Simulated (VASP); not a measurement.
# Cu (Fm-3m) in VASP: notebook

The runs below take Cu through single point, with r2SCAN, PBE.

Program: VASP 6.6.1. These are calculated values, not measurements. Logs are shortened: lines on timing, memory, paths and dates and some standing lists are left out, and cuts for length are marked.

## (1) The cell of the first run

Symmetry: Fm-3m, No. 225, cubic system. The conventional cell has a = 3.630 Å, b = 3.630 Å, c = 3.630 Å, α = 90.00°, β = 90.00°, γ = 90.00°. Within 3.4 Å of Cu (site symmetry m-3m) lie 12 Cu at 2.57 Å.

## (2) Single point, r2SCAN

The input, POSCAR:

```
Cu
1.0
    0.0000000000      1.8148741495      1.8148741495
    1.8148741495      0.0000000000      1.8148741495
    1.8148741495      1.8148741495      0.0000000000
Cu
1
Direct
    0.0000000000      0.0000000000      0.0000000000
```

The input, INCAR.step1:

```
SYSTEM = Cu
  PREC = Accurate
  ENCUT = 520
  ISMEAR = 0
  SIGMA = 0.1
  LREAL = .False.
  LASPH = .True.
  NELM = 60
  NBANDS = 12
  GGA = PE
  ALGO = Normal
  EDIFF = 1E-4
  LWAVE = .True.
  LCHARG = .False.
```

The input, INCAR.step2:

```
SYSTEM = Cu
  PREC = Accurate
  ENCUT = 520
  EDIFF = 1E-6
  ISMEAR = 0
  SIGMA = 0.1
  LREAL = .False.
  LASPH = .True.
  NELM = 60
  ALGO = Normal
  ISIF = 2
  LWAVE = .False.
  LCHARG = .False.
  METAGGA = R2SCAN
  LMIXTAU = .True.
  NBANDS = 12
  ISTART = 1
```

The input, KPOINTS:

```
Automatic mesh
0
Gamma
  20 20 20
  0 0 0
```

Potentials or basis: VASP PAW PBE potentials, release 64 (Cu).

Run with:

```sh
cat potpaw_PBE.64/Cu/POTCAR > POTCAR
cp INCAR.step1 INCAR
mpirun -np 1 vasp_std > vasp.out
cp INCAR.step2 INCAR
mpirun -np 1 vasp_std > vasp.out
```

OUTCAR:

```text
SYSTEM = Cu
   PREC = Accurate
   ENCUT = 520
   EDIFF = 1E-6
   ISMEAR = 0
   LREAL = .False.
   LASPH = .True.
   NELM = 60
   ISIF = 2
   METAGGA = R2SCAN
   ISTART = 1

 ion  position               nearest neighbor table
   1  0.000  0.000  0.000-

  LATTYP: Found a face centered cubic cell.
 ALAT       =     3.6297482990

  Lattice vectors:

 A1 = (   0.0000000000,   1.8148741495,   1.8148741495)
 A2 = (   1.8148741495,   0.0000000000,   1.8148741495)
 A3 = (   1.8148741495,   1.8148741495,   0.0000000000)

Analysis of symmetry for initial positions (statically):
=====================================================================
 Subroutine PRICEL returns:
 Original cell was already a primitive cell.

 Routine SETGRP: Setting up the symmetry group for a
 face centered cubic supercell.

 Subroutine GETGRP returns: Found 48 space group operations
 (whereof 48 operations were pure point group operations)
 out of a pool of 48 trial point group operations.

The static configuration has the point symmetry O_h .

Analysis of symmetry for dynamics (positions and initial velocities):
=====================================================================
 Subroutine PRICEL returns:
 Original cell was already a primitive cell.

 Routine SETGRP: Setting up the symmetry group for a
 face centered cubic supercell.

 Subroutine GETGRP returns: Found 48 space group operations
 (whereof 48 operations were pure point group operations)
 out of a pool of 48 trial point group operations.

The dynamic configuration has the point symmetry O_h .

 Subroutine INISYM returns: Found 48 space group operations
 (whereof 48 operations are pure point group operations),
 and found     1 'primitive' translations

----------------------------------------------------------------------------------------

                                     Primitive cell

  volume of cell :      11.9555

  direct lattice vectors                    reciprocal lattice vectors
     0.000000000  1.814874150  1.814874150    -0.275501197  0.275501197  0.275501197
     1.814874150  0.000000000  1.814874150     0.275501197 -0.275501197  0.275501197
     1.814874150  1.814874150  0.000000000     0.275501197  0.275501197 -0.275501197

  length of vectors
     2.566619636  2.566619636  2.566619636     0.477182070  0.477182070  0.477182070

  position of ions in fractional coordinates (direct lattice)
     0.000000000  0.000000000  0.000000000

  ion indices of the primitive-cell ions
   primitive index   ion index
                 1           1

[... 83 lines left out ...]
   NUPDOWN=      -1.0000    fix difference up-down
   EMIN   =  10.00;   EMAX   =-10.00  energy-range for DOS
   EFERMI =   0.00;   METHOD = LEGACY
   ISMEAR =     0;   SIGMA  =   0.10  broadening in eV -4-tet -1-fermi 0-gaus
   EFERMI_NEDOS =   21; number of points for ismear=-14 and -15
   IALGO  =     38    algorithm
   IMIX   =      4    mixing-type and parameters
     AMIX     =   0.40;   BMIX     =  1.00
     AMIX_MAG =   1.60;   BMIX_MAG =  1.00
  volume/ion in A,a.u.               =      11.96        80.68
  Fermi-wavevector in a.u.,A,eV,Ry     =   1.592267  3.008948 34.495041  2.535314
  Thomas-Fermi vector in A             =   2.690679
   LORBIT       =      0    0 simple, 1 ext, 2 COOP (PROOUT), +10 PAW based schemes
   METAGGA = R2SCAN    functional components
   LHFCALC =     F    Hartree Fock is set to
   AEXX    =    0.0000 exact exchange contribution
   IVDW    =     0    specifies the selected vdW correction
   LEPSILON=     F    determine dielectric tensor
   LRPA    =     F    only Hartree local field effects (RPA)
 non-spin polarized calculation
 Gauss-broadening in eV      SIGMA  =   0.10
  energy-cutoff  :      520.00
  volume of cell :       11.96
 maximum number of plane-waves:       332
   NGX =  9   NGY =  9   NGZ =  9

 number of electron      10.9999997 magnetization

 Free energy of the ion-electron system (eV)
  ---------------------------------------------------
  ext. energy  EPLUGINS =         0.00000000
  ---------------------------------------------------
  free energy    TOTEN  =       -10.81981977 eV

  energy without entropy =      -10.81859142  energy(sigma->0) =      -10.81920559

 E-fermi :   7.2161     XC(G=0): -13.6618

 val. band max:        7.1962131018   @ k =   0.5000   0.2500   0.1000
 cond. band min:       7.2694201005   @ k =   0.5000   0.3500   0.1500
 fundamental gap:      0.0732069987
 Fermi energy:         7.2161495553

 k-point     1 :       0.0000    0.0000    0.0000
  band No.  band energies     occupation
      1      -2.3224      2.00000
      2       4.1532      2.00000
      3       4.1533      2.00000
      4       4.1533      2.00000
      5       4.9521      2.00000
      6       4.9521      2.00000
      7      30.5288      0.00000
      8      33.4636      0.00000
      9      33.4636      0.00000
     10      33.4640      0.00000
     11      35.8389      0.00000
     12      35.8389      0.00000
[... 331 lines left out ...]
 k-point    24 :      -0.3500    0.0500    0.0000
  band No.  band energies     occupation
      1       1.6132      2.00000
      2       4.1683      2.00000
      3       4.2077      2.00000
      4       4.3551      2.00000
      5       5.2778      2.00000
      6       5.5665      2.00000
      7      14.7943      0.00000
      8      27.7407      0.00000
      9      30.2281      0.00000
     10      31.3015      0.00000
     11      33.5377      0.00000
     12      35.3440      0.00000

 [... further k-points ...]

------------------------ aborting loop because EDIFF is reached ----------------------------------------

  FORCE on cell =-STRESS in cart. coord.  units (eV):
  Direction    XX          YY          ZZ          XY          YZ          ZX
  --------------------------------------------------------------------------------------
  -------------------------------------------------------------------------------------
  Total       -0.4362203     -0.4362203     -0.4362203      0.0000000     -0.0000000      0.0000000
  in kB      -58.4584035    -58.4584035    -58.4584035      0.0000000     -0.0000000      0.0000000
  external PRESSURE =     -58.4584035 kB  Pullay stress =       0.0000000 kB

 VOLUME and BASIS-vectors are now :
 -----------------------------------------------------------------------------
  energy-cutoff  :      520.00
  volume of cell :       11.96
      direct lattice vectors                 reciprocal lattice vectors
     0.000000000  1.814874150  1.814874150    -0.275501197  0.275501197  0.275501197
     1.814874150  0.000000000  1.814874150     0.275501197 -0.275501197  0.275501197
     1.814874150  1.814874150  0.000000000     0.275501197  0.275501197 -0.275501197

 POSITION                                       TOTAL-FORCE (eV/Angst)
 -----------------------------------------------------------------------------------
      0.00000      0.00000      0.00000        -0.000000     -0.000000      0.000000
 -----------------------------------------------------------------------------------
    total drift:                                0.000000      0.000000      0.000000

  FREE ENERGIE OF THE ION-ELECTRON SYSTEM (eV)
  ---------------------------------------------------
  free  energy   TOTEN  =       -10.8198197671 eV

  energy  without entropy=      -10.8185914208  energy(sigma->0) =      -10.81920559
```

OSZICAR.step1:

```text
N       E                     dE             d eps       ncg     rms          rms(c)
DAV:   1     0.420399141059E+02    0.42040E+02   -0.54088E+03  6868   0.153E+03
DAV:   2    -0.336136601853E+01   -0.45401E+02   -0.42116E+02  6360   0.202E+02
DAV:   3    -0.461865354746E+01   -0.12573E+01   -0.12502E+01  7236   0.386E+01
DAV:   4    -0.462660847574E+01   -0.79549E-02   -0.79535E-02  6948   0.274E+00
DAV:   5    -0.462668546727E+01   -0.76992E-04   -0.76992E-04  7328   0.275E-01    0.765E+00
DAV:   6    -0.411786508332E+01    0.50882E+00   -0.14636E+01  7332   0.721E+01    0.398E+00
DAV:   7    -0.374151818347E+01    0.37635E+00   -0.23327E+00  7312   0.288E+01    0.569E-01
DAV:   8    -0.373103479780E+01    0.10483E-01   -0.45139E-03  7192   0.102E+00    0.306E-01
DAV:   9    -0.372940249544E+01    0.16323E-02   -0.10189E-02  7584   0.175E+00    0.310E-02
DAV:  10    -0.372940215631E+01    0.33913E-06   -0.39898E-05  3860   0.117E-01
   1 F= -.37294022E+01 E0= -.37287354E+01  d E =-.133355E-02
```

Run time: 3.3 min. Hardware: 1 thread of Intel Xeon 8259CL, shared host; peak memory 0.15 GiB.

What came out:

```yaml
Free_energy: -10.8198 eV
Pressure: -5.8 GPa
```

Caveat: the PAW data sets were made with another functional, which shifts forces and pressure a little.

## (3) Single point, PBE

This run uses another cell than the first one: it holds 6 atoms, not 1.

The input, INCAR:

```
PREC     = Accurate       # precision mode
ENCUT    = 520            # plane-wave cutoff, eV
EDIFF    = 1E-6           # SCF threshold, eV
ISMEAR   = 0              # smearing method
SIGMA    = 0.1            # smearing width, eV
LREAL    = False          # projectors in reciprocal space
LASPH    = True           # aspherical terms in the spheres
NELM     = 60             # most SCF steps
ALGO     = Fast           # electronic algorithm
ISIF     = 2              # what is computed and relaxed
LWAVE    = False          # write WAVECAR
LCHARG   = False          # write CHGCAR
GGA      = PE             # functional
NBANDS   = 42             # bands
```

The input, KPOINTS:

```
Automatic mesh
0
Gamma
  14 6 8
```

The input, POSCAR:

```
Cu
1.0
    2.5666196354      0.0000000000      0.0000000000
    0.0000000000      6.2869084705      0.0000000000
    0.0000000000      0.0000000000      4.4455156122
Cu
6
Direct
    0.0000000000      0.0000000000      0.0000000000
    0.0000000000      0.3333333333      0.6666666667
    1.0000000000      0.6666666667      0.3333333333
    0.5000000000      0.0000000000      0.5000000000
    0.5000000000      0.3333333333      0.1666666667
    0.5000000000      0.6666666667      0.8333333333
```

Potentials or basis: VASP PAW PBE potentials, release 64 (Cu).

Run with:

```sh
cat potpaw_PBE.64/Cu/POTCAR > POTCAR
mpirun -np 1 vasp_std > vasp.out
```

Run time: 8.8 min. Hardware: 1 thread of Intel Xeon Platinum 8259CL at 2.50GHz (Skylake/Cascade Lake), shared host; peak memory 0.5 GiB.

Results (log left out):

| Quantity | Value |
| --- | --- |
| Free energy | -22.3691 eV |
| Pressure | 0.4 GPa |
| Band gap on the k mesh | zero (band 33 reaches 10.58 eV, above the bottom of band 34 at 5.73 eV) |

Levels at points of the mesh, in eV from the Fermi level:
```csv
k point,band 31,band 32,band 33,band 34,band 35,band 36
"(0.00, 0.00, 0.00)",-1.59,-1.47,-1.47,0.48,0.48,1.52
"(0.50, 0.00, 0.00)",-0.30,-0.30,2.41,2.41,2.41,2.41
"(0.00, 0.50, 0.00)",-1.55,-1.55,-0.95,-0.95,1.21,1.21
"(0.50, 0.50, 0.00)",0.07,0.07,0.07,0.07,6.17,6.17
"(0.00, 0.00, 0.50)",-1.62,-1.62,-0.80,-0.80,-0.30,-0.30
"(0.50, 0.00, 0.50)",0.48,0.48,0.48,0.48,1.52,1.52
"(0.00, 0.50, 0.50)",-1.77,-1.77,-1.69,-1.69,2.74,2.74
"(0.50, 0.50, 0.50)",-0.95,-0.95,1.21,1.21,1.21,1.21
```
